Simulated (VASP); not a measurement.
# GaAs (F-43m) in VASP: relaxation of cell and atoms with PBE

Aim: the relaxation of cell and atoms of GaAs with PBE.

Program: VASP 6.6.1. These are calculated values, not measurements. Logs are shortened: lines on timing, memory, paths and dates and some standing lists are left out, and cuts for length are marked.

## (1) The cell of the first run

It takes space group F-43m (No. 216, cubic). The conventional cell has a = 5.369 Å, b = 5.369 Å, c = 5.369 Å, α = 90.00°, β = 90.00°, γ = 90.00°. Within 3.1 Å of Ga (site symmetry -43m) lie 4 As at 2.32 Å. As (site symmetry -43m) has 4 Ga at 2.32 Å within 3.1 Å.

## (2) Relaxation of cell and atoms, PBE, target pressure 20 GPa, at which the enthalpy is minimised

INCAR

```
  ALGO = Normal
  EDIFF = 1E-7
  EDIFFG = -0.008
  ENCUT = 600
  GGA = PE
  IBRION = 2
  ISIF = 3
  ISMEAR = 0
  LASPH = T
  LCHARG = F
  LREAL = F
  LWAVE = F
  NELM = 80
  NSW = 70
  PREC = Accurate
  PSTRESS = 200.0
  SIGMA = 0.01
```

KPOINTS

```
k-points
0
Gamma
  12 12 12
```

POSCAR

```
GaAs
1.0
    0.0000000000      2.6844180823      2.6844180823
    2.6844180823      0.0000000000      2.6844180823
    2.6844180823      2.6844180823      0.0000000000
Ga As
1 1
Direct
    0.0000000000      0.0000000000      0.0000000000
    0.2500000000      0.2500000000      0.2500000000
```

Potentials or basis: VASP PAW PBE potentials, release 64 (Ga_d, As).

Started as:

```sh
$ cat potpaw_PBE.64/Ga_d/POTCAR potpaw_PBE.64/As/POTCAR > POTCAR
$ mpirun -np 1 vasp_std > vasp.out
```

OUTCAR:

```text
EDIFF = 1E-7
   EDIFFG = -0.008
   ENCUT = 600
   GGA = PE
   IBRION = 2
   ISIF = 3
   ISMEAR = 0
   LASPH = T
   LREAL = F
   NELM = 80
   NSW = 70
   PREC = Accurate
   PSTRESS = 200.0

 ion  position               nearest neighbor table
   1  0.000  0.000  0.000-   2 2.32   2 2.32   2 2.32   2 2.32
   2  0.250  0.250  0.250-   1 2.32   1 2.32   1 2.32   1 2.32

  LATTYP: Found a face centered cubic cell.
 ALAT       =     5.3688361646

  Lattice vectors:

 A1 = (   0.0000000000,   2.6844180823,   2.6844180823)
 A2 = (   2.6844180823,   0.0000000000,   2.6844180823)
 A3 = (   2.6844180823,   2.6844180823,   0.0000000000)

Analysis of symmetry for initial positions (statically):
=====================================================================
 Subroutine PRICEL returns:
 Original cell was already a primitive cell.

 Routine SETGRP: Setting up the symmetry group for a
 face centered cubic supercell.

 Subroutine GETGRP returns: Found 24 space group operations
 (whereof 24 operations were pure point group operations)
 out of a pool of 48 trial point group operations.

The static configuration has the point symmetry T_d .

Analysis of symmetry for dynamics (positions and initial velocities):
=====================================================================
 Subroutine PRICEL returns:
 Original cell was already a primitive cell.

 Routine SETGRP: Setting up the symmetry group for a
 face centered cubic supercell.

 Subroutine GETGRP returns: Found 24 space group operations
 (whereof 24 operations were pure point group operations)
 out of a pool of 48 trial point group operations.

The dynamic configuration has the point symmetry T_d .

 Subroutine INISYM returns: Found 24 space group operations
 (whereof 24 operations are pure point group operations),
 and found     1 'primitive' translations

----------------------------------------------------------------------------------------

                                     Primitive cell

  volume of cell :      38.6884

  direct lattice vectors                    reciprocal lattice vectors
     0.000000000  2.684418082  2.684418082    -0.186260107  0.186260107  0.186260107
     2.684418082  0.000000000  2.684418082     0.186260107 -0.186260107  0.186260107
     2.684418082  2.684418082  0.000000000     0.186260107  0.186260107 -0.186260107

  length of vectors
     3.796340459  3.796340459  3.796340459     0.322611969  0.322611969  0.322611969

  position of ions in fractional coordinates (direct lattice)
     0.000000000  0.000000000  0.000000000
     0.250000000  0.250000000  0.250000000

  ion indices of the primitive-cell ions
   primitive index   ion index
                 1           1
                 2           2

----------------------------------------------------------------------------------------

 KPOINTS: k-points

Automatic generation of k-mesh.
 Grid dimensions read from file:
 generate k-points for:   12   12   12

 Generating k-lattice:

  Cartesian coordinates                     Fractional coordinates (reciprocal lattice)
    -0.015521676  0.015521676  0.015521676     0.083333333  0.000000000  0.000000000
     0.015521676 -0.015521676  0.015521676     0.000000000  0.083333333  0.000000000
     0.015521676  0.015521676 -0.015521676     0.000000000  0.000000000  0.083333333

  Length of vectors
     0.026884331  0.026884331  0.026884331

  Shift w.r.t. Gamma in fractional coordinates (k-lattice)
     0.000000000  0.000000000  0.000000000

 Subroutine IBZKPT returns following result:
 ===========================================

 Found     72 irreducible k-points:

 Following reciprocal coordinates:
            Coordinates               Weight
  0.000000  0.000000  0.000000      1.000000
  0.083333  0.000000  0.000000      8.000000
  0.166667  0.000000  0.000000      8.000000
  0.250000  0.000000  0.000000      8.000000
  0.333333  0.000000  0.000000      8.000000
  0.416667  0.000000  0.000000      8.000000
[... 16 lines left out ...]
  0.500000  0.166667  0.000000     24.000000
 -0.416667  0.166667  0.000000     24.000000
 [... further k-points ...]
   k-points           NKPTS =     72   k-points in BZ     NKDIM =     72   number of bands    NBANDS=     13
   number of dos      NEDOS =    301   number of ions     NIONS =      2
   total plane-waves  NPLWV =  27000
   dimension x,y,z NGX =    30 NGY =   30 NGZ =   30
   dimension x,y,z NGXF=    60 NGYF=   60 NGZF=   60
   ions per type =               1   1
   NGX,Y,Z   is equivalent  to a cutoff of  13.14, 13.14, 13.14 a.u.
   NGXF,Y,Z  is equivalent  to a cutoff of  26.27, 26.27, 26.27 a.u.
 SYSTEM =  unknown system
   PREC   = accura    normal or accurate (medium, high low for compatibility)
   ISTART =      0    job   : 0-new  1-cont  2-samecut
   ICHARG =      2    charge: 1-file 2-atom 10-const
   ISPIN  =      1    spin polarized calculation?
   LNONCOLLINEAR =      F non collinear calculations
   LSORBIT =      F    spin-orbit coupling
   LASPH  =      T    aspherical Exc in radial PAW
   ENCUT  =  600.0 eV  44.10 Ry    6.64 a.u.   7.58  7.58  7.58*2*pi/ulx,y,z
   NELM   =     80;   NELMIN=  2; NELMDL= -5     # of ELM steps
   EDIFF  = 0.1E-06   stopping-criterion for ELM
   LREAL  =      F    real-space projection
   EDIFFG = -.8E-02   stopping-criterion for IOM
   NSW    =     70    number of steps for IOM
   IBRION =      2    ionic relax: 0-MD 1-quasi-New 2-CG
   NFREE  =      1    steps in history (QN), initial steepest desc. (CG)
   ISIF   =      3    stress and relaxation
   ISYM   =      2    0-nonsym 1-usesym 2-fastsym
   POTIM  = 0.5000    time-step for ionic-motion
   TEBEG  =    0.0;   TEEND  =   0.0 temperature during run
   PSTRESS=  200.0 pullay stress
   NELECT =      18.0000    total number of electrons
   NUPDOWN=      -1.0000    fix difference up-down
   EMIN   =  10.00;   EMAX   =-10.00  energy-range for DOS
   EFERMI =   0.00;   METHOD = LEGACY
   ISMEAR =     0;   SIGMA  =   0.01  broadening in eV -4-tet -1-fermi 0-gaus
   EFERMI_NEDOS =   21; number of points for ismear=-14 and -15
   IALGO  =     38    algorithm
   IMIX   =      4    mixing-type and parameters
     AMIX     =   0.40;   BMIX     =  1.00
     AMIX_MAG =   1.60;   BMIX_MAG =  1.00
  volume/ion in A,a.u.               =      19.34       130.54
  Fermi-wavevector in a.u.,A,eV,Ry     =   1.268544  2.397200 21.894546  1.609204
  Thomas-Fermi vector in A             =   2.401633
   LORBIT       =      0    0 simple, 1 ext, 2 COOP (PROOUT), +10 PAW based schemes
   GGA     = PE    functional components
   LHFCALC =     F    Hartree Fock is set to
   AEXX    =    0.0000 exact exchange contribution
   IVDW    =     0    specifies the selected vdW correction
   LEPSILON=     F    determine dielectric tensor
   LRPA    =     F    only Hartree local field effects (RPA)
 conjugate gradient relaxation of ions
 non-spin polarized calculation
 Gauss-broadening in eV      SIGMA  =   0.01
  energy-cutoff  :      600.00
  volume of cell :       38.69
 maximum number of plane-waves:      1308
   NGX = 15   NGY = 15   NGZ = 15

--------------------------------------- Ionic step        1  -------------------------------------------

 number of electron      18.0000001 magnetization

 Free energy of the ion-electron system (eV)
  ---------------------------------------------------
  ext. energy  EPLUGINS =         0.00000000
  ---------------------------------------------------
  free energy    TOTEN  =        -7.81634633 eV

  energy without entropy =       -7.81634633  energy(sigma->0) =       -7.81634633

------------------------ aborting loop because EDIFF is reached ----------------------------------------

  FORCE on cell =-STRESS in cart. coord.  units (eV):
  Direction    XX          YY          ZZ          XY          YZ          ZX
  --------------------------------------------------------------------------------------
  -------------------------------------------------------------------------------------
  Total        4.8617902      4.8617902      4.8617902      0.0000000     -0.0000000      0.0000000
  in kB      201.3382685    201.3382685    201.3382685      0.0000000     -0.0000000      0.0000000
  external PRESSURE =       1.3382685 kB  Pullay stress =     200.0000000 kB

 VOLUME and BASIS-vectors are now :
 -----------------------------------------------------------------------------
  energy-cutoff  :      600.00
  volume of cell :       38.69
      direct lattice vectors                 reciprocal lattice vectors
     0.000000000  2.684418082  2.684418082    -0.186260107  0.186260107  0.186260107
     2.684418082  0.000000000  2.684418082     0.186260107 -0.186260107  0.186260107
     2.684418082  2.684418082  0.000000000     0.186260107  0.186260107 -0.186260107
[... 46 lines left out ...]
  FREE ENERGIE OF THE ION-ELECTRON SYSTEM (eV)
  ---------------------------------------------------
  free  energy   TOTEN  =        -7.8276238578 eV

  energy  without entropy=       -7.8276238578  energy(sigma->0) =       -7.82762386

  enthalpy is  TOTEN    =        -2.9868468905 eV   P V=        4.8407769673

--------------------------------------- Ionic step        3  -------------------------------------------

 number of electron      18.0000000 magnetization

 Free energy of the ion-electron system (eV)
  ---------------------------------------------------
  ext. energy  EPLUGINS =         0.00000000
  ---------------------------------------------------
  free energy    TOTEN  =        -7.82036115 eV

  energy without entropy =       -7.82036115  energy(sigma->0) =       -7.82036115

 E-fermi :   5.6227     XC(G=0): -10.3012

 val. band max:        5.5152461714   @ k =   0.0000   0.0000   0.0000
 cond. band min:       6.6399671528   @ k =   0.5000   0.5000   0.0000
 fundamental gap:      1.1247209813
 Fermi energy:         5.6227024659

 k-point     1 :       0.0000    0.0000    0.0000
  band No.  band energies     occupation
      1      -9.6614      2.00000
      2      -9.6614      2.00000
      3      -9.6614      2.00000
      4      -9.5357      2.00000
      5      -9.5357      2.00000
      6      -8.4416      2.00000
      7       5.5152      2.00000
      8       5.5152      2.00000
      9       5.5152      2.00000
     10       7.2579      0.00000
     11       9.2513      0.00000
     12       9.2513      0.00000
     13       9.2513      0.00000

 k-point     2 :       0.0833    0.0000    0.0000
  band No.  band energies     occupation
      1      -9.6764      2.00000
      2      -9.6586      2.00000
      3      -9.6586      2.00000
      4      -9.5360      2.00000
      5      -9.5360      2.00000
      6      -8.3364      2.00000
      7       4.4036      2.00000
      8       5.3682      2.00000
      9       5.3682      2.00000
     10       7.8125      0.00000
     11       9.4602      0.00000
[... 339 lines left out ...]
 k-point    24 :      -0.4167    0.1667    0.0000
  band No.  band energies     occupation
      1      -9.8133      2.00000
      2      -9.6238      2.00000
      3      -9.6173      2.00000
      4      -9.5380      2.00000
      5      -9.5316      2.00000
      6      -5.9109      2.00000
      7      -1.8257      2.00000
      8       2.1658      2.00000
      9       3.6970      2.00000
     10       8.1747      0.00000
     11      10.2568      0.00000
     12      11.2399      0.00000
     13      14.1979      0.00000

 [... further k-points ...]

------------------------ aborting loop because EDIFF is reached ----------------------------------------

  FORCE on cell =-STRESS in cart. coord.  units (eV):
  Direction    XX          YY          ZZ          XY          YZ          ZX
  --------------------------------------------------------------------------------------
  -------------------------------------------------------------------------------------
  Total        4.8391398      4.8391398      4.8391398      0.0000000      0.0000000      0.0000000
  in kB      200.2343340    200.2343340    200.2343340      0.0000000      0.0000000      0.0000000
  external PRESSURE =       0.2343340 kB  Pullay stress =     200.0000000 kB

 VOLUME and BASIS-vectors are now :
 -----------------------------------------------------------------------------
  energy-cutoff  :      600.00
  volume of cell :       38.72
      direct lattice vectors                 reciprocal lattice vectors
     0.000000000  2.685159381  2.685159381    -0.186208686  0.186208686  0.186208686
     2.685159381 -0.000000000  2.685159381     0.186208686 -0.186208686  0.186208686
     2.685159381  2.685159381  0.000000000     0.186208686  0.186208686 -0.186208686

 POSITION                                       TOTAL-FORCE (eV/Angst)
 -----------------------------------------------------------------------------------
      0.00000      0.00000      0.00000         0.000000      0.000000      0.000000
      1.34258      1.34258      1.34258        -0.000000     -0.000000     -0.000000
 -----------------------------------------------------------------------------------
    total drift:                                0.000000      0.000000      0.000001

  FREE ENERGIE OF THE ION-ELECTRON SYSTEM (eV)
  ---------------------------------------------------
  free  energy   TOTEN  =        -7.8203611484 eV

  energy  without entropy=       -7.8203611484  energy(sigma->0) =       -7.82036115

  enthalpy is  TOTEN    =        -2.9868846023 eV   P V=        4.8334765461

 reached required accuracy - stopping structural energy minimisation
```

Wall time 1.9 min (1 thread of AMD EPYC 7R13, shared host); peak memory 0.18 GiB.

What came out:

- Free energy: -7.8204 eV
- Relaxed volume: 19.36 Å³/atom
- Relaxed cell: a = 3.797 Å, b = 3.797 Å, c = 3.797 Å, α = 60.00°, β = 60.00°, γ = 60.00°
- Space group after relaxing (to 0.1 Å): F-43m (No. 216)
- Energy change on relaxing (the run minimises the enthalpy): -2.0 meV/atom
- Ionic steps: 3
- Pressure after relaxing: 20.0 GPa
- Band gap on the k mesh: 1.12 eV (least direct gap 1.74 eV)

Step by step:
| step | energy change (eV) | largest force (eV/Å) | pressure (GPa) | volume (Å³) |
| --- | --- | --- | --- | --- |
| 1 | 0.0000 | 0.0000 | 20.13 | 38.69 |
| 2 | -0.0113 | 0.0000 | 19.80 | 38.78 |
| 3 | -0.0040 | 0.0000 | 20.02 | 38.72 |

Final structure:
```
Ga As
1.0
     0.00000    2.68516    2.68516
     2.68516    0.00000    2.68516
     2.68516    2.68516    0.00000
Ga As
1 1
Cartesian
  0.0000 0.0000 0.0000
  1.3426 1.3426 1.3426
```

Caveat: the cell is relaxed towards a set pressure, so the run minimises the enthalpy, not the energy.
